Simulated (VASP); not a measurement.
# Pd in VASP: a series of runs

The runs below take Pd through single point, with PBE.

All numbers are computed with VASP 6.6.1; they aren't measurements. Logs are shortened: lines on timing, memory, paths and dates and some standing lists are left out, and cuts for length are marked.

### Step 1. The cell of the first run

The cell holds a slab with vacuum, 4 atoms: a = 2.790 Å, b = 3.946 Å, c = 20.186 Å, α = 90.00°, β = 90.00°, γ = 90.00°.

### Step 2. Single point, PBE

The input, INCAR:

```
PREC = Accurate ; ENCUT = 520
EDIFF = 1E-6 ; ISMEAR = -1
SIGMA = 0.1 ; LREAL = False
LASPH = True ; NELM = 60
ALGO = Normal ; ISIF = 2
LWAVE = False ; LCHARG = True
LDIPOL = True ; IDIPOL = 3
DIPOL = 0.5 0.5 0.500 ; GGA = PE
LELF = True ; LVHAR = True
LVACPOTAV = True ; NBANDS = 28
```

The input, KPOINTS:

```
regular mesh
0
Gamma
  12 8 1
```

The input, POSCAR:

```
Pd
1.0
    2.7903171796      0.0000000000      0.0000000000
    0.0000000000      3.9461043987      0.0000000000
    0.0000000000      0.0000000000     20.1855000000
Pd
4
Direct
    0.2500000000      0.2500000000      0.4003092885
    0.7500000000      0.7500000000      0.4630716297
    0.2500000000      0.2500000000      0.5369283413
    0.7500000000      0.7500000000      0.5996907401
```

Potentials or basis: VASP PAW PBE potentials, release 64 (Pd).

The run is started by

```bash
$ cat potpaw_PBE.64/Pd/POTCAR > POTCAR
$ mpirun -np 1 vasp_std > vasp.out
```

OUTCAR:

```text
PREC = Accurate
   ENCUT = 520
   EDIFF = 1E-6
   ISMEAR = -1
   LREAL = False
   LASPH = True
   NELM = 60
   ISIF = 2
   GGA = PE

 ion  position               nearest neighbor table
   1  0.250  0.250  0.400-   2 2.73   2 2.73   2 2.73   2 2.73   3 2.76
   2  0.750  0.750  0.463-   1 2.73   1 2.73   1 2.73   1 2.73   4 2.76   3 2.84   3 2.84   3 2.84
                             3 2.84
   3  0.250  0.250  0.537-   4 2.73   4 2.73   4 2.73   4 2.73   1 2.76   2 2.84   2 2.84   2 2.84
                             2 2.84
   4  0.750  0.750  0.600-   3 2.73   3 2.73   3 2.73   3 2.73   2 2.76

  LATTYP: Found a simple orthorhombic cell.
 ALAT       =     2.7903171796
 B/A-ratio  =     1.4142135624
 C/A-ratio  =     7.2341238292

  Lattice vectors:

 A1 = (   2.7903171796,   0.0000000000,   0.0000000000)
 A2 = (   0.0000000000,   3.9461043987,   0.0000000000)
 A3 = (   0.0000000000,   0.0000000000,  20.1855000000)

Analysis of symmetry for initial positions (statically):
=====================================================================
 Subroutine PRICEL returns:
 Original cell was already a primitive cell.

 Routine SETGRP: Setting up the symmetry group for a
 simple orthorhombic supercell.

 Subroutine GETGRP returns: Found  8 space group operations
 (whereof  2 operations were pure point group operations)
 out of a pool of  8 trial point group operations.

The static configuration has the point symmetry S_2 .
 The point group associated with its full space group is D_2h.

Analysis of symmetry for dynamics (positions and initial velocities):
=====================================================================
 Subroutine PRICEL returns:
 Original cell was already a primitive cell.

 Routine SETGRP: Setting up the symmetry group for a
 simple orthorhombic supercell.

 Subroutine GETGRP returns: Found  8 space group operations
 (whereof  2 operations were pure point group operations)
 out of a pool of  8 trial point group operations.

The dynamic configuration has the point symmetry S_2 .
 The point group associated with its full space group is D_2h.

 Subroutine INISYM returns: Found  8 space group operations
 (whereof  2 operations are pure point group operations),
 and found     1 'primitive' translations

----------------------------------------------------------------------------------------

                                     Primitive cell

  volume of cell :     222.2602

  direct lattice vectors                    reciprocal lattice vectors
     2.790317180  0.000000000  0.000000000     0.358382197  0.000000000  0.000000000
     0.000000000  3.946104399  0.000000000     0.000000000  0.253414481  0.000000000
     0.000000000  0.000000000 20.185500000     0.000000000  0.000000000  0.049540512

  length of vectors
     2.790317180  3.946104399 20.185500000     0.358382197  0.253414481  0.049540512

  position of ions in fractional coordinates (direct lattice)
     0.250000000  0.250000000  0.400309288
     0.750000000  0.750000000  0.463071630
     0.250000000  0.250000000  0.536928341
     0.750000000  0.750000000  0.599690740

  ion indices of the primitive-cell ions
   primitive index   ion index
                 1           1
                 2           2
                 3           3
                 4           4

----------------------------------------------------------------------------------------

 KPOINTS: regular mesh

Automatic generation of k-mesh.
 Grid dimensions read from file:
 generate k-points for:   12    8    1

 Generating k-lattice:

  Cartesian coordinates                     Fractional coordinates (reciprocal lattice)
     0.029865183  0.000000000  0.000000000     0.083333333  0.000000000  0.000000000
     0.000000000  0.031676810  0.000000000     0.000000000  0.125000000  0.000000000
     0.000000000  0.000000000  0.049540512     0.000000000  0.000000000  1.000000000

  Length of vectors
     0.029865183  0.031676810  0.049540512

  Shift w.r.t. Gamma in fractional coordinates (k-lattice)
     0.000000000  0.000000000  0.000000000

 Subroutine IBZKPT returns following result:
 ===========================================

 Found     35 irreducible k-points:

 Following reciprocal coordinates:
            Coordinates               Weight
  0.000000  0.000000  0.000000      1.000000
  0.083333  0.000000  0.000000      2.000000
  0.166667  0.000000  0.000000      2.000000
  0.250000  0.000000  0.000000      2.000000
  0.333333  0.000000  0.000000      2.000000
  0.416667  0.000000  0.000000      2.000000
[... 16 lines left out ...]
  0.083333  0.375000  0.000000      4.000000
  0.166667  0.375000  0.000000      4.000000
 [... further k-points ...]
   k-points           NKPTS =     35   k-points in BZ     NKDIM =     35   number of bands    NBANDS=     28
   number of dos      NEDOS =    301   number of ions     NIONS =      4
   total plane-waves  NPLWV = 108000
   dimension x,y,z NGX =    24 NGY =   30 NGZ =  150
   dimension x,y,z NGXF=    48 NGYF=   60 NGZF=  300
   ions per type =               4
   NGX,Y,Z   is equivalent  to a cutoff of  14.30, 12.64, 12.35 a.u.
   NGXF,Y,Z  is equivalent  to a cutoff of  28.60, 25.28, 24.71 a.u.
 SYSTEM =  unknown system
   PREC   = accura    normal or accurate (medium, high low for compatibility)
   ISTART =      0    job   : 0-new  1-cont  2-samecut
   ICHARG =      2    charge: 1-file 2-atom 10-const
   ISPIN  =      1    spin polarized calculation?
   LNONCOLLINEAR =      F non collinear calculations
   LSORBIT =      F    spin-orbit coupling
   LASPH  =      T    aspherical Exc in radial PAW
   ENCUT  =  520.0 eV  38.22 Ry    6.18 a.u.   5.19  7.34 37.53*2*pi/ulx,y,z
   NELM   =     60;   NELMIN=  2; NELMDL= -5     # of ELM steps
   EDIFF  = 0.1E-05   stopping-criterion for ELM
   LREAL  =      F    real-space projection
   EDIFFG = 0.1E-04   stopping-criterion for IOM
   NSW    =      0    number of steps for IOM
   IBRION =     -1    ionic relax: 0-MD 1-quasi-New 2-CG
   NFREE  =      0    steps in history (QN), initial steepest desc. (CG)
   ISIF   =      2    stress and relaxation
   ISYM   =      2    0-nonsym 1-usesym 2-fastsym
   POTIM  = 0.5000    time-step for ionic-motion
   TEBEG  =    0.0;   TEEND  =   0.0 temperature during run
   PSTRESS=    0.0 pullay stress
   NELECT =      40.0000    total number of electrons
   NUPDOWN=      -1.0000    fix difference up-down
   EMIN   =  10.00;   EMAX   =-10.00  energy-range for DOS
   EFERMI =   0.00;   METHOD = LEGACY
   ISMEAR =    -1;   SIGMA  =   0.10  broadening in eV -4-tet -1-fermi 0-gaus
   EFERMI_NEDOS =   21; number of points for ismear=-14 and -15
   IALGO  =     38    algorithm
   IMIX   =      4    mixing-type and parameters
     AMIX     =   0.40;   BMIX     =  1.00
     AMIX_MAG =   1.60;   BMIX_MAG =  1.00
  volume/ion in A,a.u.               =      55.57       374.97
  Fermi-wavevector in a.u.,A,eV,Ry     =   0.924289  1.746652 11.623586  0.854309
  Thomas-Fermi vector in A             =   2.050018
   LORBIT       =      0    0 simple, 1 ext, 2 COOP (PROOUT), +10 PAW based schemes
   GGA     = PE    functional components
   LHFCALC =     F    Hartree Fock is set to
   AEXX    =    0.0000 exact exchange contribution
   IVDW    =     0    specifies the selected vdW correction
   LEPSILON=     F    determine dielectric tensor
   LRPA    =     F    only Hartree local field effects (RPA)
 non-spin polarized calculation
  energy-cutoff  :      520.00
  volume of cell :      222.26
 maximum number of plane-waves:      6022
 NGX is ok and might be reduce to    24
   NGX = 11   NGY = 15   NGZ = 75

 dipolmoment           0.000000      0.000000     -0.000000 electrons x Angstroem

 number of electron      39.9999995 magnetization

 dipolmoment           0.000000      0.000000      0.000005 electrons x Angstroem

 Free energy of the ion-electron system (eV)
  ---------------------------------------------------
  ext. energy  EPLUGINS =         0.00000000
  ---------------------------------------------------
  free energy    TOTEN  =       -18.78705059 eV

  energy without entropy =      -18.48750135  energy(sigma->0) =      -18.63727597

 E-fermi :  -1.0554     XC(G=0):  -4.4793

 val. band max:       -1.0560782965   @ k =   0.0000   0.5000   0.0000
 cond. band min:      -1.0475679890   @ k =   0.4167   0.0000   0.0000
 fundamental gap:      0.0085103075
 Fermi energy:        -1.0553538487

 k-point     1 :       0.0000    0.0000    0.0000
  band No.  band energies     occupation
      1      -6.8578      2.00000
      2      -5.6478      2.00000
      3      -5.2291      2.00000
      4      -4.8126      2.00000
      5      -4.6607      2.00000
      6      -3.9628      2.00000
[... 20 lines left out ...]
     27       4.6743      0.00000
     28       4.8522      0.00000

 k-point     2 :       0.0833    0.0000    0.0000
  band No.  band energies     occupation
      1      -6.7022      2.00000
      2      -5.5295      2.00000
      3      -5.1419      2.00000
      4      -4.6722      2.00000
      5      -4.5465      2.00000
      6      -4.0833      2.00000
[... 20 lines left out ...]
     27       4.8186      0.00000
     28       4.9867      0.00000

 k-point     3 :       0.1667    0.0000    0.0000
  band No.  band energies     occupation
      1      -6.2786      2.00000
      2      -5.2744      2.00000
      3      -4.8885      2.00000
      4      -4.4121      2.00000
      5      -4.3899      2.00000
      6      -4.3338      2.00000
[... 20 lines left out ...]
     27       5.3531      0.00000
     28       5.3838      0.00000

 k-point     4 :       0.2500    0.0000    0.0000
  band No.  band energies     occupation
      1      -5.7587      2.00000
      2      -5.1578      2.00000
      3      -4.7505      2.00000
      4      -4.6848      2.00000
      5      -4.4402      2.00000
      6      -4.4092      2.00000
[... 578 lines left out ...]
     27       5.0580      0.00000
     28       5.1947      0.00000

 k-point    23 :       0.0833    0.3750    0.0000
  band No.  band energies     occupation
      1      -5.6978      2.00000
      2      -5.3922      2.00000
      3      -4.8974      2.00000
      4      -4.8270      2.00000
      5      -4.3876      2.00000
      6      -3.9748      2.00000
[... 20 lines left out ...]
     27       5.1953      0.00000
     28       5.3179      0.00000

 k-point    24 :       0.1667    0.3750    0.0000
  band No.  band energies     occupation
      1      -5.3318      2.00000
      2      -5.0193      2.00000
      3      -4.5916      2.00000
      4      -4.5173      2.00000
      5      -4.3680      2.00000
      6      -4.0012      2.00000
[... 20 lines left out ...]
     27       5.6069      0.00000
     28       5.6816      0.00000

 [... further k-points ...]

------------------------ aborting loop because EDIFF is reached ----------------------------------------

  FORCE on cell =-STRESS in cart. coord.  units (eV):
  Direction    XX          YY          ZZ          XY          YZ          ZX
  --------------------------------------------------------------------------------------
  -------------------------------------------------------------------------------------
  Total       -2.7078719     -1.9660611     -0.1078057      0.0000000      0.0000000      0.0000000
  in kB      -19.5198753    -14.1724826     -0.7771244      0.0000000      0.0000000      0.0000000
  external PRESSURE =     -11.4898274 kB  Pullay stress =       0.0000000 kB

 VOLUME and BASIS-vectors are now :
 -----------------------------------------------------------------------------
  energy-cutoff  :      520.00
  volume of cell :      222.26
      direct lattice vectors                 reciprocal lattice vectors
     2.790317180  0.000000000  0.000000000     0.358382197  0.000000000  0.000000000
     0.000000000  3.946104399  0.000000000     0.000000000  0.253414481  0.000000000
     0.000000000  0.000000000 20.185500000     0.000000000  0.000000000  0.049540512

 POSITION                                       TOTAL-FORCE (eV/Angst)
 -----------------------------------------------------------------------------------
      0.69758      0.98653      8.08044        -0.000000      0.000000      0.016690
      2.09274      2.95958      9.34733        -0.000000      0.000000      0.007198
      0.69758      0.98653     10.83817         0.000000     -0.000000     -0.007198
      2.09274      2.95958     12.10506        -0.000000     -0.000000     -0.016690
 -----------------------------------------------------------------------------------
    total drift:                                0.000000      0.000000      0.000822

  FREE ENERGIE OF THE ION-ELECTRON SYSTEM (eV)
  ---------------------------------------------------
  free  energy   TOTEN  =       -18.7870505885 eV

  energy  without entropy=      -18.4875013507  energy(sigma->0) =      -18.63727597

 vacuum level on the upper side and lower side of the slab         3.893         3.893
```

Wall time 4 min (1 thread of AMD EPYC 7R13 (Zen 3), shared host); peak memory 0.38 GiB.

Results:

| Item | Value |
| --- | --- |
| Free energy | -18.7871 eV |
| Largest force | 0.017 eV/Å |
| Band gap on the k mesh | zero (bands 20 and 21 overlap by 0.35 eV) |

Forces in eV/Å, atoms in the order of the input:
```
Pd   0.000  0.000  0.017
Pd   0.000  0.000  0.007
Pd   0.000  0.000 -0.007
Pd   0.000  0.000 -0.017
```

### Step 3. Single point, PBE

The input, INCAR:

```
SYSTEM = Pd
ALGO = Normal
DIPOL = 0.5 0.5 0.500
EDIFF = 1E-6
ENCUT = 520
GGA = PE
IDIPOL = 3
ISIF = 2
ISMEAR = -1
LASPH = .True.
LCHARG = .True.
LDIPOL = .True.
LELF = .True.
LREAL = .False.
LVACPOTAV = .True.
LVHAR = .True.
LWAVE = .False.
NBANDS = 28
NELM = 80
PREC = Accurate
SIGMA = 0.1
```

The input, KPOINTS:

```
k-points
0
Gamma
  12 8 1
  0 0 0
```

POSCAR is that of step 2.

Potentials or basis: VASP PAW PBE potentials, release 64 (Pd).

The run is started by

```bash
$ cat potpaw_PBE.64/Pd/POTCAR > POTCAR
$ mpirun -np 1 vasp_std > vasp.out
```

It took 3.8 min on 1 thread of AMD EPYC 7R13 (Zen 3), shared host; peak memory 0.38 GiB.

Results (log left out):

* Free energy: -18.7871 eV
* Largest force: 0.017 eV/Å
* Band gap on the k mesh: zero (bands 20 and 21 overlap by 0.35 eV)

Forces in eV/Å, atoms in the order of the input:
```
Pd   0.000  0.000  0.017
Pd   0.000  0.000  0.007
Pd   0.000  0.000 -0.007
Pd   0.000  0.000 -0.017
```

Levels at points of the mesh, in eV from the Fermi level:
| k point | band 18 | band 19 | band 20 | band 21 | band 22 | band 23 |
| --- | --- | --- | --- | --- | --- | --- |
| (0.00, 0.00, 0.00) | -0.50 | -0.37 | -0.24 | -0.23 | 0.23 | 1.18 |
| (0.50, 0.00, 0.00) | -0.18 | 0.07 | 0.07 | 2.59 | 2.59 | 3.38 |
| (0.00, 0.50, 0.00) | -0.26 | -0.21 | -0.21 | 0.00 | 0.00 | 0.97 |
| (0.50, 0.50, 0.00) | 0.01 | 0.06 | 0.06 | 2.67 | 2.67 | 5.94 |
